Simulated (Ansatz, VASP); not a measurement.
## One calculation of BaWF3, two programs

The input INCAR:

```
PREC = Accurate
ENCUT = 520
EDIFF = 1E-7
ISMEAR = 0
SIGMA = 0.1
LREAL = F
LASPH = T
NELM = 100
ALGO = Normal
ISIF = 2
LWAVE = F
LCHARG = T
GGA = PE
LELF = T
LVHAR = T
NBANDS = 30
```

The input KPOINTS:

```
regular mesh
0
Gamma
  4 4 4
```

File POSCAR:

```
BaWF3
1.0
    4.1791533400      0.0000000000      0.0000000000
    0.0000000000      4.1791533400      0.0000000000
    0.0000000000      0.0000000000      4.1791533400
Ba W F
1 1 3
Direct
    0.5000000000      0.5000000000      0.5000000000
    0.0000000000      0.0000000000      0.0000000000
    0.5000000000      0.0000000000      0.0000000000
    0.0000000000      0.5000000000      0.0000000000
    0.0000000000      0.0000000000      0.5000000000
```

Input for Ansatz:

```yaml
crystal:
  lattice:
    - [4.17915334, 0.0, 0.0]
    - [0.0, 4.17915334, 0.0]
    - [0.0, 0.0, 4.17915334]
  atoms:
    - { symbol: Ba, position: [0.5, 0.5, 0.5] }
    - { symbol: W, position: [0.0, 0.0, 0.0] }
    - { symbol: F, position: [0.5, 0.0, 0.0] }
    - { symbol: F, position: [0.0, 0.5, 0.0] }
    - { symbol: F, position: [0.0, 0.0, 0.5] }
basis:
  ecutwfc: 420
kpoints:
  mp_grid: { grid: [4, 4, 4] }
hamiltonian:
  xc: pbe
scf:
  occupations: { method: gaussian, width: 0.1 }
  lower_state_search: "off"
output:
  forces: true
  stress: true
  eigenvalues: true
```

Alike in both runs: task single point; functional PBE; k mesh 4 × 4 × 4; occupations gaussian, width 0.1 eV; no spin polarisation.

|  | VASP | Ansatz |
| --- | --- | --- |
| version | VASP 6.6.1 | Ansatz 0.2.0 |
| potentials or method | VASP PAW PBE potentials, release 64 (Ba_sv, W_sv, F), cutoff 520 eV | scalar-relativistic, plane waves, PAW |
| valence electrons in the cell | 45 | 45 |

VASP gave:

* gap on the k mesh at the Fermi level (eV): none
* pressure (GPa): 16.7

**Question.** What did Ansatz give for the same quantities?

**Answer.** gap on the k mesh at the Fermi level (eV): none; pressure (GPa): 15.1.

A gap of «none» marks a metal or a gap that the smearing closes. With one functional, cell and mesh, what is left measures potentials, basis and numerics.

The k mesh is coarse, so the values compare programs but aren't converged. Neither program's run includes spin-orbit coupling.
